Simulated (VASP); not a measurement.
Write the native input for VASP 6.6.1 that does the following.

| Quantity | Value |
| --- | --- |
| Task | relaxation of cell and atoms |
| Functional | PBEsol |
| Potentials or basis | VASP PAW PBE potentials, release 64 (Mn_pv, S) |
| Cutoff | 600 eV |
| k mesh | 14 × 14 × 14 |
| Occupations | gaussian, width 0.1 eV |
| Spin | collinear spin, ferromagnetic start |
| Starting moments | [4.42, 0.14] μB |
| Dipole correction | no |
| Further INCAR settings | ALGO = Normal; EDIFF = 1e-07; IBRION = 2; EDIFFG = -0.005; NSW = 70; ISIF = 3 |

The structure of MnS lies in POSCAR:

```
MnS
1.0
    0.0000000000      2.5476020677      2.5476020677
    2.5476020677      0.0000000000      2.5476020677
    2.5476020677      2.5476020677      0.0000000000
Mn S
1 1
Direct
    0.0000000000      0.0000000000      0.0000000000
    0.5000000000      0.5000000000      0.5000000000
```

These files were run (other wordings do the same):

INCAR

```
PREC     = Accurate       # precision mode
ENCUT    = 600            # plane-wave cutoff, eV
EDIFF    = 1E-7           # SCF threshold, eV
ISMEAR   = 0              # smearing method
SIGMA    = 0.1            # smearing width, eV
LREAL    = F              # projectors in reciprocal space
LASPH    = T              # aspherical terms in the spheres
NELM     = 150            # most SCF steps
ALGO     = Normal         # electronic algorithm
ISIF     = 3              # what is computed and relaxed
LWAVE    = F              # write WAVECAR
LCHARG   = F              # write CHGCAR
ISPIN    = 2              # spin polarisation
MAGMOM   = 4.42 0.14      # initial moments
LORBIT   = 11             # projections on sites
LMAXMIX  = 4              # l up to which the mixer works
GGA      = PS             # functional
IBRION   = 2              # ionic algorithm
NSW      = 70             # ionic steps
EDIFFG   = -0.005         # ionic threshold
```

KPOINTS

```
regular mesh
0
Gamma
  14 14 14
```

Potentials or basis: VASP PAW PBE potentials, release 64 (Mn_pv, S).

Run with:

```bash
$ cat potpaw_PBE.64/Mn_pv/POTCAR potpaw_PBE.64/S/POTCAR > POTCAR
$ mpirun -np 1 vasp_std > vasp.out
```

Results of the run:

| Item | Value |
| --- | --- |
| Relaxed volume | 15.14 Å³/atom |
| Relaxed cell | a = 3.499 Å, b = 3.499 Å, c = 3.499 Å, α = 60.00°, β = 60.00°, γ = 60.00° |
| Space group after relaxing (to 0.1 Å) | Fm-3m (No. 225) |
| Energy gained by relaxing | 19.6 meV/atom |
| Ionic steps | 3 |
| Pressure after relaxing | 0.0 GPa |
| Net moment | 4.14 μB per cell |
| Site moments | Mn +3.82; S +0.06 μB |
| Valence electrons inside the program's atomic spheres | Mn 11.49; S 3.72 |

Caveat: the PAW data sets were made with another functional, which shifts forces and pressure a little; a cell with one magnetic atom can't hold antiferromagnetic order, which such compounds often take.

Wall time 2.3 min on 1 thread of AMD EPYC 9R45 96-Core Processor (Zen 5) (shared host), peak memory 0.24 GiB.
